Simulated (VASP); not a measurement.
A run of VASP 6.6.1 is set up as follows.

Contents of INCAR:

```
ALGO = Normal
EDIFF = 1E-6
ENCUT = 600
GGA = PS
GGA_COMPAT = False
ISIF = 2
ISMEAR = 0
LASPH = True
LCHARG = True
LELF = True
LREAL = False
LVHAR = True
LWAVE = False
NBANDS = 16
NELM = 120
PREC = Accurate
SIGMA = 0.1
```

File KPOINTS:

```
k-points
0
Gamma
  6 6 4
```

File POSCAR:

```
SiC
1.0
    3.1683637854      0.0000000000      0.0000000000
   -1.5841818927      2.7438835266      0.0000000000
    0.0000000000      0.0000000000      4.6857256856
Si C
2 2
Direct
    0.3333333333      0.6666666667      0.0000000000
    0.6666666667      0.3333333333      0.5000000000
    0.3333333333      0.6666666667      0.5000000000
    0.6666666667      0.3333333333      1.0000000000
```

Potentials or basis: VASP PAW PBE potentials, release 64 (Si, C).

Launch:

```bash
$ cat potpaw_PBE.64/Si/POTCAR potpaw_PBE.64/C/POTCAR > POTCAR
$ mpirun -np 1 vasp_std > vasp.out
```

Problem. What does it give for the pressure?

Solution. 0.2 GPa.

Problem. What does it give for the band gap on the k mesh?

Solution. Zero (band 8 reaches 10.96 eV, above the bottom of band 9 at 10.00 eV).

Stress tensor (GPa, compression positive):
```
 0.30  0.00  0.00
 0.00  0.30  0.00
 0.00  0.00 -0.04
```

Caveat: the k points lie up to 0.38 Å⁻¹ apart; the PAW data sets were made with another functional, which shifts forces and pressure a little.
